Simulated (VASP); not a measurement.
# CdSe (P6_3mc) in VASP: single point with PBE

Aim: the single point of CdSe with PBE.

All numbers are computed with VASP 6.6.1; they aren't measurements. Logs are shortened: lines on timing, memory, paths and dates and some standing lists are left out, and cuts for length are marked.

## 1. The cell of the first run

Symmetry: P6_3mc, No. 186, hexagonal system. Conventional cell: a = 4.300 Å, b = 4.300 Å, c = 7.020 Å, α = 90.00°, β = 90.00°, γ = 120.00°. Cd (site symmetry 3m) has 4 Se at 2.61 to 2.70 Å within 3.4 Å. Within 3.4 Å of Se (site symmetry 3m) lie 4 Cd at 2.61 to 2.70 Å.

## 2. Single point, PBE

Input file INCAR:

```
SYSTEM = CdSe
PREC     = Accurate       ! precision mode
ENCUT    = 500            ! plane-wave cutoff, eV
EDIFF    = 1E-6           ! SCF threshold, eV
ISMEAR   = 0              ! smearing method
SIGMA    = 0.01           ! smearing width, eV
LREAL    = .FALSE.        ! projectors in reciprocal space
LASPH    = .TRUE.         ! aspherical terms in the spheres
NELM     = 120            ! most SCF steps
ALGO     = Normal         ! electronic algorithm
ISIF     = 2              ! what is computed and relaxed
LWAVE    = .FALSE.        ! write WAVECAR
LCHARG   = .FALSE.        ! write CHGCAR
GGA      = PE             ! functional
NBANDS   = 26             ! bands
GGA_COMPAT= .FALSE.
```

Input file KPOINTS:

```
Automatic mesh
0
G
  3 3 2
  0 0 0
```

Input file POSCAR:

```
CdSe
1.0
    4.3000000000      0.0000000000      0.0000000000
   -2.1500000000      3.7239092400      0.0000000000
    0.0000000000      0.0000000000      7.0200000000
Cd Se
2 2
Direct
    0.3333333333      0.6666666667      0.0000000000
    0.6666666667      0.3333333333      0.5000000000
    0.3333333333      0.6666666667      0.3850000000
    0.6666666667      0.3333333333      0.8850000000
```

Potentials or basis: VASP PAW PBE potentials, release 64 (Cd, Se).

Command:

```
cat potpaw_PBE.64/Cd/POTCAR potpaw_PBE.64/Se/POTCAR > POTCAR
mpirun -np 1 vasp_std > vasp.out
```

OUTCAR:

```text
SYSTEM = CdSe
   PREC = Accurate
   ENCUT = 500
   EDIFF = 1E-6
   ISMEAR = 0
   LREAL = .FALSE.
   LASPH = .TRUE.
   NELM = 120
   ISIF = 2
   GGA = PE

 ion  position               nearest neighbor table
   1  0.333  0.667  0.000-   4 2.61   4 2.61   4 2.61   3 2.70
   2  0.667  0.333  0.500-   3 2.61   3 2.61   3 2.61   4 2.70
   3  0.333  0.667  0.385-   2 2.61   2 2.61   2 2.61   1 2.70
   4  0.667  0.333  0.885-   1 2.61   1 2.61   1 2.61   2 2.70

  LATTYP: Found a hexagonal cell.
 ALAT       =     4.3000000000
 C/A-ratio  =     1.6325581395

  Lattice vectors:

 A1 = (   4.3000000000,   0.0000000000,   0.0000000000)
 A2 = (  -2.1500000000,   3.7239092400,   0.0000000000)
 A3 = (   0.0000000000,   0.0000000000,   7.0200000000)

Analysis of symmetry for initial positions (statically):
=====================================================================
 Subroutine PRICEL returns:
 Original cell was already a primitive cell.

 Routine SETGRP: Setting up the symmetry group for a
 hexagonal supercell.

 Subroutine GETGRP returns: Found 12 space group operations
 (whereof  6 operations were pure point group operations)
 out of a pool of 24 trial point group operations.

The static configuration has the point symmetry C_3v.
 The point group associated with its full space group is C_6v.

Analysis of symmetry for dynamics (positions and initial velocities):
=====================================================================
 Subroutine PRICEL returns:
 Original cell was already a primitive cell.

 Routine SETGRP: Setting up the symmetry group for a
 hexagonal supercell.

 Subroutine GETGRP returns: Found 12 space group operations
 (whereof  6 operations were pure point group operations)
 out of a pool of 24 trial point group operations.

The dynamic configuration has the point symmetry C_3v.
 The point group associated with its full space group is C_6v.

 Subroutine INISYM returns: Found 12 space group operations
 (whereof  6 operations are pure point group operations),
 and found     1 'primitive' translations

----------------------------------------------------------------------------------------

                                     Primitive cell

  volume of cell :     112.4099

  direct lattice vectors                    reciprocal lattice vectors
     4.300000000  0.000000000  0.000000000     0.232558140  0.134267504  0.000000000
    -2.150000000  3.723909240  0.000000000     0.000000000  0.268535009  0.000000000
     0.000000000  0.000000000  7.020000000     0.000000000  0.000000000  0.142450142
[... 70 lines left out ...]
   LREAL  =      F    real-space projection
   EDIFFG = 0.1E-04   stopping-criterion for IOM
   NSW    =      0    number of steps for IOM
   IBRION =     -1    ionic relax: 0-MD 1-quasi-New 2-CG
   NFREE  =      0    steps in history (QN), initial steepest desc. (CG)
   ISIF   =      2    stress and relaxation
   ISYM   =      2    0-nonsym 1-usesym 2-fastsym
   POTIM  = 0.5000    time-step for ionic-motion
   TEBEG  =    0.0;   TEEND  =   0.0 temperature during run
   PSTRESS=    0.0 pullay stress
   NELECT =      36.0000    total number of electrons
   NUPDOWN=      -1.0000    fix difference up-down
   EMIN   =  10.00;   EMAX   =-10.00  energy-range for DOS
   EFERMI =   0.00;   METHOD = LEGACY
   ISMEAR =     0;   SIGMA  =   0.01  broadening in eV -4-tet -1-fermi 0-gaus
   EFERMI_NEDOS =   21; number of points for ismear=-14 and -15
   IALGO  =     38    algorithm
   IMIX   =      4    mixing-type and parameters
     AMIX     =   0.40;   BMIX     =  1.00
     AMIX_MAG =   1.60;   BMIX_MAG =  1.00
  volume/ion in A,a.u.               =      28.10       189.64
  Fermi-wavevector in a.u.,A,eV,Ry     =   1.120059  2.116604 17.068937  1.254531
  Thomas-Fermi vector in A             =   2.256702
   LORBIT       =      0    0 simple, 1 ext, 2 COOP (PROOUT), +10 PAW based schemes
   GGA     = PE    functional components
   LHFCALC =     F    Hartree Fock is set to
   AEXX    =    0.0000 exact exchange contribution
   IVDW    =     0    specifies the selected vdW correction
   LEPSILON=     F    determine dielectric tensor
   LRPA    =     F    only Hartree local field effects (RPA)
 non-spin polarized calculation
 Gauss-broadening in eV      SIGMA  =   0.01
  energy-cutoff  :      500.00
  volume of cell :      112.41
 maximum number of plane-waves:      2868
 NGX is ok and might be reduce to    32
   NGX = 15   NGY = 15   NGZ = 25

 number of electron      35.9999998 magnetization

 Free energy of the ion-electron system (eV)
  ---------------------------------------------------
  ext. energy  EPLUGINS =         0.00000000
  ---------------------------------------------------
  free energy    TOTEN  =       -10.68311077 eV

  energy without entropy =      -10.68311077  energy(sigma->0) =      -10.68311077

 E-fermi :   1.0320     XC(G=0):  -8.8608

 val. band max:        0.9848798303   @ k =   0.0000   0.0000   0.0000
 cond. band min:       1.6629327242   @ k =   0.0000   0.0000   0.0000
 fundamental gap:      0.6780528939
 Fermi energy:         1.0320193842

 k-point     1 :       0.0000    0.0000    0.0000
  band No.  band energies     occupation
      1     -11.6025      2.00000
      2     -11.2347      2.00000
      3      -6.9974      2.00000
      4      -6.9974      2.00000
      5      -6.9420      2.00000
      6      -6.9420      2.00000
[... 163 lines left out ...]
     25       9.7184      0.00000
     26       9.7186      0.00000

------------------------ aborting loop because EDIFF is reached ----------------------------------------

  FORCE on cell =-STRESS in cart. coord.  units (eV):
  Direction    XX          YY          ZZ          XY          YZ          ZX
  --------------------------------------------------------------------------------------
  -------------------------------------------------------------------------------------
  Total        3.3526824      3.3526824      1.1501258      0.0000000      0.0000000      0.0000000
  in kB       47.7857434     47.7857435     16.3927288      0.0000000      0.0000000      0.0000000
  external PRESSURE =      37.3214052 kB  Pullay stress =       0.0000000 kB

 VOLUME and BASIS-vectors are now :
 -----------------------------------------------------------------------------
  energy-cutoff  :      500.00
  volume of cell :      112.41
      direct lattice vectors                 reciprocal lattice vectors
     4.300000000  0.000000000  0.000000000     0.232558140  0.134267504  0.000000000
    -2.150000000  3.723909240  0.000000000     0.000000000  0.268535009  0.000000000
     0.000000000  0.000000000  7.020000000     0.000000000  0.000000000  0.142450142

 POSITION                                       TOTAL-FORCE (eV/Angst)
 -----------------------------------------------------------------------------------
     -0.00000      2.48261      0.00000        -0.000000     -0.000000      0.346525
      2.15000      1.24130      3.51000         0.000000      0.000000      0.346525
     -0.00000      2.48261      2.70270        -0.000000      0.000000     -0.346525
      2.15000      1.24130      6.21270         0.000000     -0.000000     -0.346525
 -----------------------------------------------------------------------------------
    total drift:                               -0.000000     -0.000000      0.000012

  FREE ENERGIE OF THE ION-ELECTRON SYSTEM (eV)
  ---------------------------------------------------
  free  energy   TOTEN  =       -10.6831107671 eV

  energy  without entropy=      -10.6831107671  energy(sigma->0) =      -10.68311077
```

OSZICAR:

```text
N       E                     dE             d eps       ncg     rms          rms(c)
DAV:   1     0.237413309050E+03    0.23741E+03   -0.16837E+04   312   0.121E+03
DAV:   2     0.944326217148E+00   -0.23647E+03   -0.22828E+03   346   0.305E+02
DAV:   3    -0.113995253523E+02   -0.12344E+02   -0.12277E+02   380   0.709E+01
DAV:   4    -0.114955648067E+02   -0.96039E-01   -0.95975E-01   336   0.598E+00
DAV:   5    -0.114961663114E+02   -0.60150E-03   -0.60149E-03   358   0.450E-01    0.900E+00
DAV:   6    -0.107228759763E+02    0.77329E+00   -0.12726E+00   358   0.112E+01    0.710E+00
DAV:   7    -0.106832609597E+02    0.39615E-01   -0.58337E-01   318   0.390E+00    0.264E+00
DAV:   8    -0.106824434435E+02    0.81752E-03   -0.60070E-02   332   0.247E+00    0.418E-01
DAV:   9    -0.106827763217E+02   -0.33288E-03   -0.74917E-03   332   0.983E-01    0.117E-01
DAV:  10    -0.106829967987E+02   -0.22048E-03   -0.85479E-04   344   0.316E-01    0.768E-02
DAV:  11    -0.106831101208E+02   -0.11332E-03   -0.22491E-04   320   0.832E-02    0.255E-02
DAV:  12    -0.106831087267E+02    0.13940E-05   -0.35361E-05   360   0.632E-02    0.911E-03
DAV:  13    -0.106831105141E+02   -0.17873E-05   -0.10935E-05   318   0.316E-02    0.300E-03
DAV:  14    -0.106831107671E+02   -0.25305E-06   -0.62577E-07   250   0.424E-03
   1 F= -.10683111E+02 E0= -.10683111E+02  d E =-.140133E-12
```

stdout:

```text
POSCAR found type information on POSCAR CdSe
 POSCAR found :  2 types and       4 ions
 scaLAPACK will be used
 LDA part: xc-table for (Slater+PW92), standard interpolation
 POSCAR, INCAR and KPOINTS ok, starting setup
 FFT: planning ... GRIDC
 FFT: planning ... GRID_SOFT
 FFT: planning ... GRID
 WAVECAR not read
 entering main loop
```

Run time: 28 s. Hardware: 1 thread of Intel Xeon 8259CL, shared host; peak memory 0.22 GiB.

Results:

```yaml
Free_energy: -10.6831 eV
Pressure: 3.7 GPa
Largest_force: 0.347 eV/Å
Band_gap_on_the_k_mesh: 0.68 eV
```

Forces in eV/Å, atoms in the order of the input:
```
Cd   0.000  0.000  0.347
Cd   0.000  0.000  0.347
Se   0.000  0.000 -0.347
Se   0.000  0.000 -0.347
```

Stress tensor (GPa, compression positive):
```
4.78 0.00 0.00
0.00 4.78 0.00
0.00 0.00 1.64
```

Caveat: the k points lie up to 0.56 Å⁻¹ apart. A hybrid or GW would open this gap; PBE tends to underestimate it.
